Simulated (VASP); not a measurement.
# ZnSe (Stilleite) (F-43m) in VASP: vibrations by perturbation theory with PBEsol

Aim: the vibrations by perturbation theory of ZnSe (Stilleite) with PBEsol.

All numbers are computed with VASP 6.6.1; they aren't measurements. Logs are shortened: lines on timing, memory, paths and dates and some standing lists are left out, and cuts for length are marked.

### 1 The cell of the first run

The structure is cubic, space group F-43m (No. 216). The conventional cell has a = 5.668 Å, b = 5.668 Å, c = 5.668 Å, α = 90.00°, β = 90.00°, γ = 90.00°. Within 3.2 Å of Zn (site symmetry -43m) lie 4 Se at 2.45 Å. Se (site symmetry -43m) has 4 Zn at 2.45 Å within 3.2 Å.

### 2 Vibrations by perturbation theory, PBEsol

INCAR reads:

```
PREC = Accurate
ENCUT = 520
EDIFF = 1E-8
ISMEAR = 0
SIGMA = 0.01
LREAL = F
LASPH = T
NELM = 80
ALGO = Normal
ISIF = 2
LWAVE = F
LCHARG = F
GGA = PS
IBRION = 8
NSW = 1
```

KPOINTS reads:

```
regular mesh
0
Gamma
  3 3 3
```

POSCAR reads:

```
ZnSe
1.0
    0.0000000000      2.8338000000      2.8338000000
    2.8338000000      0.0000000000      2.8338000000
    2.8338000000      2.8338000000      0.0000000000
Zn Se
1 1
Direct
    0.0000000000      0.0000000000      0.0000000000
    0.2500000000      0.2500000000      0.2500000000
```

Potentials or basis: VASP PAW PBE potentials, release 64 (Zn, Se).

Run with:

```console
$ cat potpaw_PBE.64/Zn/POTCAR potpaw_PBE.64/Se/POTCAR > POTCAR
$ mpirun -np 1 vasp_std > vasp.out
```

OUTCAR:

```text
PREC = Accurate
   ENCUT = 520
   EDIFF = 1E-8
   ISMEAR = 0
   LREAL = F
   LASPH = T
   NELM = 80
   ISIF = 2
   GGA = PS
   IBRION = 8
   NSW = 1

 ion  position               nearest neighbor table
   1  0.000  0.000  0.000-   2 2.45   2 2.45   2 2.45   2 2.45
   2  0.250  0.250  0.250-   1 2.45   1 2.45   1 2.45   1 2.45

  LATTYP: Found a face centered cubic cell.
 ALAT       =     5.6676000000

  Lattice vectors:

 A1 = (   0.0000000000,   2.8338000000,   2.8338000000)
 A2 = (   2.8338000000,   0.0000000000,   2.8338000000)
 A3 = (   2.8338000000,   2.8338000000,   0.0000000000)

Analysis of symmetry for initial positions (statically):
=====================================================================
 Subroutine PRICEL returns:
 Original cell was already a primitive cell.

 Routine SETGRP: Setting up the symmetry group for a
 face centered cubic supercell.

 Subroutine GETGRP returns: Found 24 space group operations
 (whereof 24 operations were pure point group operations)
 out of a pool of 48 trial point group operations.

The static configuration has the point symmetry T_d .

Analysis of symmetry for dynamics (positions and initial velocities):
=====================================================================
 Subroutine PRICEL returns:
 Original cell was already a primitive cell.

 Routine SETGRP: Setting up the symmetry group for a
 face centered cubic supercell.

 Subroutine GETGRP returns: Found 24 space group operations
 (whereof 24 operations were pure point group operations)
 out of a pool of 48 trial point group operations.

The dynamic configuration has the point symmetry T_d .

 Subroutine INISYM returns: Found 24 space group operations
 (whereof 24 operations are pure point group operations),
 and found     1 'primitive' translations

----------------------------------------------------------------------------------------

                                     Primitive cell

  volume of cell :      45.5132

  direct lattice vectors                    reciprocal lattice vectors
     0.000000000  2.833800000  2.833800000    -0.176441527  0.176441527  0.176441527
     2.833800000  0.000000000  2.833800000     0.176441527 -0.176441527  0.176441527
     2.833800000  2.833800000  0.000000000     0.176441527  0.176441527 -0.176441527

  length of vectors
     4.007598393  4.007598393  4.007598393     0.305605690  0.305605690  0.305605690

  position of ions in fractional coordinates (direct lattice)
     0.000000000  0.000000000  0.000000000
     0.250000000  0.250000000  0.250000000

  ion indices of the primitive-cell ions
   primitive index   ion index
                 1           1
                 2           2

----------------------------------------------------------------------------------------

 KPOINTS: regular mesh

Automatic generation of k-mesh.
 Grid dimensions read from file:
 generate k-points for:    3    3    3

 Generating k-lattice:

  Cartesian coordinates                     Fractional coordinates (reciprocal lattice)
    -0.058813842  0.058813842  0.058813842     0.333333333  0.000000000  0.000000000
     0.058813842 -0.058813842  0.058813842     0.000000000  0.333333333  0.000000000
     0.058813842  0.058813842 -0.058813842     0.000000000  0.000000000  0.333333333

  Length of vectors
     0.101868563  0.101868563  0.101868563

  Shift w.r.t. Gamma in fractional coordinates (k-lattice)
     0.000000000  0.000000000  0.000000000

 Subroutine IBZKPT returns following result:
[... 60 lines left out ...]
 Gauss-broadening in eV      SIGMA  =   0.01
  energy-cutoff  :      520.00
  volume of cell :       45.51
 maximum number of plane-waves:      1243
 NGX is ok and might be reduce to    30
   NGX = 15   NGY = 15   NGZ = 15

--------------------------------------- Ionic step        1  -------------------------------------------

 number of electron      18.0000012 magnetization

 Free energy of the ion-electron system (eV)
  ---------------------------------------------------
  ext. energy  EPLUGINS =         0.00000000
  ---------------------------------------------------
  free energy    TOTEN  =        -6.47665353 eV

  energy without entropy =       -6.47665353  energy(sigma->0) =       -6.47665353

 E-fermi :   1.6943     XC(G=0):  -9.4827

 val. band max:        1.5898025593   @ k =   0.0000   0.0000   0.0000
 cond. band min:       2.7154097769   @ k =   0.0000   0.0000   0.0000
 fundamental gap:      1.1256072176
 Fermi energy:         1.6942505549

 k-point     1 :       0.0000    0.0000    0.0000
  band No.  band energies     occupation
      1     -11.6823      2.00000
      2      -5.0652      2.00000
      3      -5.0652      2.00000
      4      -5.0652      2.00000
      5      -4.7043      2.00000
      6      -4.7043      2.00000
      7       1.5898      2.00000
      8       1.5898      2.00000
      9       1.5898      2.00000
     10       2.7154      0.00000
     11       7.2455      0.00000
     12       7.2455      0.00000
     13       7.2455      0.00000
[... 36 lines left out ...]
      2      -4.9704      2.00000
      3      -4.8868      2.00000
      4      -4.7460      2.00000
      5      -4.6963      2.00000
      6      -4.4671      2.00000
      7      -3.1677      2.00000
      8      -1.6357      2.00000
      9       0.0337      2.00000
     10       5.2647      0.00000
     11       7.8200      0.00000
     12       9.8653      0.00000
     13       9.9742      0.00000

------------------------ aborting loop because EDIFF is reached ----------------------------------------

  FORCE on cell =-STRESS in cart. coord.  units (eV):
  Direction    XX          YY          ZZ          XY          YZ          ZX
  --------------------------------------------------------------------------------------
  -------------------------------------------------------------------------------------
  Total        0.1394726      0.1394726      0.1394726     -0.0000000     -0.0000000     -0.0000000
  in kB        4.9097788      4.9097788      4.9097788     -0.0000000     -0.0000000     -0.0000000
  external PRESSURE =       4.9097788 kB  Pullay stress =       0.0000000 kB

 VOLUME and BASIS-vectors are now :
 -----------------------------------------------------------------------------
  energy-cutoff  :      520.00
  volume of cell :       45.51
      direct lattice vectors                 reciprocal lattice vectors
     0.000000000  2.833800000  2.833800000    -0.176441527  0.176441527  0.176441527
     2.833800000  0.000000000  2.833800000     0.176441527 -0.176441527  0.176441527
     2.833800000  2.833800000  0.000000000     0.176441527  0.176441527 -0.176441527

 POSITION                                       TOTAL-FORCE (eV/Angst)
 -----------------------------------------------------------------------------------
      0.00000      0.00000      0.00000        -0.000000     -0.000000     -0.000000
      1.41690      1.41690      1.41690         0.000000      0.000000      0.000000
 -----------------------------------------------------------------------------------
    total drift:                                0.000000      0.000000     -0.000000

  FREE ENERGIE OF THE ION-ELECTRON SYSTEM (eV)
  ---------------------------------------------------
  free  energy   TOTEN  =        -6.4766535343 eV

  energy  without entropy=       -6.4766535343  energy(sigma->0) =       -6.47665353

[... ionic steps 2 to 3 ...]

--------------------------------------- Ionic step        4  -------------------------------------------

------------------------ aborting loop because EDIFF is reached ----------------------------------------

[... ionic steps 5 to 6 ...]

--------------------------------------- Ionic step        7  -------------------------------------------

 Free energy of the ion-electron system (eV)
  ---------------------------------------------------
  ---------------------------------------------------
  free energy    TOTEN  =        -0.08332300 eV

  energy without entropy =       -0.08332300

------------------------ aborting loop because EDIFF is reached ----------------------------------------

 INTERNAL STRAIN TENSOR  FOR ION    2  DIRECTION 1   (eV/Angst):
 -----------------------------------------------------------------------------
     0.02333 -0.00000  0.00000
     0.00000 -0.00411 -4.71934
     0.00000 -4.71934 -0.00411

 INTERNAL STRAIN TENSOR FOR ION    2 for displacements in x,y,z  (eV/Angst):
          X           Y           Z          XY          YZ          ZX
  --------------------------------------------------------------------------------
  x     0.00000    -0.00000    -0.00000     0.00000    -4.71934    -0.00000
  y    -0.00000    -0.00000    -0.00000     0.00000     0.00000    -4.71934
  z    -0.00000    -0.00000     0.00000    -4.71934    -0.00000     0.00000

 SECOND DERIVATIVES (NOT SYMMETRIZED)
 ------------------------------------
               1X          1Y          1Z          2X          2Y          2Z
  1X    -5.520743    0.000000    0.000000    5.520743    0.000000    0.000000
  1Y     0.000000   -5.520743    0.000000    0.000000    5.520743    0.000000
  1Z     0.000000    0.000000   -5.520743    0.000000    0.000000    5.520743
  2X     5.451623    0.000000    0.000000   -5.451623    0.000000    0.000000
  2Y     0.000000    5.451623    0.000000    0.000000   -5.451623    0.000000
  2Z     0.000000    0.000000    5.451623    0.000000    0.000000   -5.451623

 Eigenvectors and eigenvalues of the dynamical matrix
 ----------------------------------------------------

   1 f  =    6.124431 THz    38.480933 2PiTHz  204.289017 cm-1    25.328599 meV
             X         Y         Z           dx          dy          dz
      0.000000  0.000000  0.000000     0.000000    0.741703    0.000000
      1.416900  1.416900  1.416900     0.000000   -0.670729    0.000000
[... 21 lines left out ...]
   6 f/i=    0.019193 THz     0.120596 2PiTHz    0.640226 cm-1     0.079378 meV
             X         Y         Z           dx          dy          dz
      0.000000  0.000000  0.000000     0.000000    0.000000   -0.670729
      1.416900  1.416900  1.416900     0.000000    0.000000   -0.741703

--------------------------------------------------------------------------------------------------------

 ELASTIC MODULI CONTR FROM IONIC RELAXATION (kBar)
 Direction    XX          YY          ZZ          XY          YZ          ZX
 --------------------------------------------------------------------------------
 XX          -0.0000      0.0000      0.0000     -0.0000      0.0000     -0.0000
 YY           0.0000     -0.0000     -0.0000     -0.0000     -0.0000     -0.0000
 ZZ           0.0000     -0.0000     -0.0000      0.0000     -0.0000     -0.0000
 XY          -0.0000     -0.0000      0.0000   -143.4345     -0.0000      0.0000
 YZ           0.0000     -0.0000     -0.0000     -0.0000   -143.4345     -0.0000
 ZX          -0.0000     -0.0000     -0.0000      0.0000     -0.0000   -143.4345
 --------------------------------------------------------------------------------
```

Wall time 30 s (1 thread of Intel Xeon Platinum 8559C (Emerald Rapids), shared host); peak memory 0.18 GiB.

Results:

| Item | Value |
| --- | --- |
| Highest phonon frequency at Γ, LO-TO splitting left out | 204 cm⁻¹ |

Phonon frequencies in cm⁻¹ (negative: imaginary):
```csv
q point,frequencies
"(0.000, 0.000, 0.000)",-1 -1 -1 204 204 204
```

Caveat: the k points lie up to 0.64 Å⁻¹ apart; the PAW data sets were made with another functional, which shifts forces and pressure a little.
